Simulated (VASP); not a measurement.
## Mo: relaxation of cell and atoms with PBEsol

Mo:

```
Mo
1.0
    -1.58381    1.58381    1.58381
     1.58381   -1.58381    1.58381
     1.58381    1.58381   -1.58381
Mo
1
Direct
  0.00000 0.00000 0.00000
```

* Program: VASP 6.6.1
* Task: relaxation of cell and atoms
* Functional: PBEsol
* Potentials or basis: VASP PAW PBE potentials, release 64 (Mo_sv)
* Cutoff: 600 eV
* k mesh: 12 × 12 × 12
* Occupations: fermi-dirac, width 0.05 eV
* Spin: no spin polarisation
* Dipole correction: no
* Further INCAR settings: ALGO = Normal; EDIFF = 1e-06; IBRION = 2; EDIFFG = -0.02; NSW = 80; ISIF = 3

| Quantity | Value |
| --- | --- |
| Relaxed volume | 15.35 Å³/atom |
| Relaxed cell | a = 2.712 Å, b = 2.712 Å, c = 2.712 Å, α = 109.47°, β = 109.47°, γ = 109.47° |
| Space group after relaxing (to 0.05 Å) | Im-3m (No. 229) |
| Energy gained by relaxing | 16.3 meV/atom |
| Ionic steps | 4 |
| Pressure after relaxing | -0.1 GPa |
| Band gap on the k mesh | zero (band 7 reaches 16.88 eV, above the bottom of band 8 at 11.36 eV) |

Step by step:
```tsv
step	energy change (eV)	largest force (eV/Å)	pressure (GPa)	volume (Å³)
1	0.0000	0.0000	-9.23	15.89
2	0.1322	0.0000	35.36	13.88
3	-0.0163	0.0000	-0.39	15.37
4	-0.0163	0.0000	-0.07	15.35
```

Final structure:
```xyz
1
Lattice="-1.5655 1.5655 1.5655 1.5655 -1.5655 1.5655 1.5655 1.5655 -1.5655" Properties=species:S:1:pos:R:3 pbc="T T T"
Mo    1.5655   -1.5655    1.5655
```

Levels at points of the mesh, in eV from the Fermi level:
```csv
k point,band 3,band 4,band 5,band 6,band 7,band 8,band 9,band 10,band 11
"(0.00, 0.00, 0.00)",-34.38,-34.38,-7.28,-1.34,-1.34,-1.34,1.74,1.74,14.90
"(0.50, 0.00, 0.00)",-34.85,-34.39,-5.40,-3.44,1.74,1.79,2.43,4.97,12.03
"(0.50, 0.50, 0.50)",-35.41,-35.41,-5.55,-5.55,4.18,4.18,4.18,9.23,9.23
```

Run time: 52 s on 1 thread of AMD EPYC 7R43 64-Core Processor (Zen 3) (shared host), peak memory 0.12 GiB.

Caveat: the PAW data sets were made with another functional, which shifts forces and pressure a little.
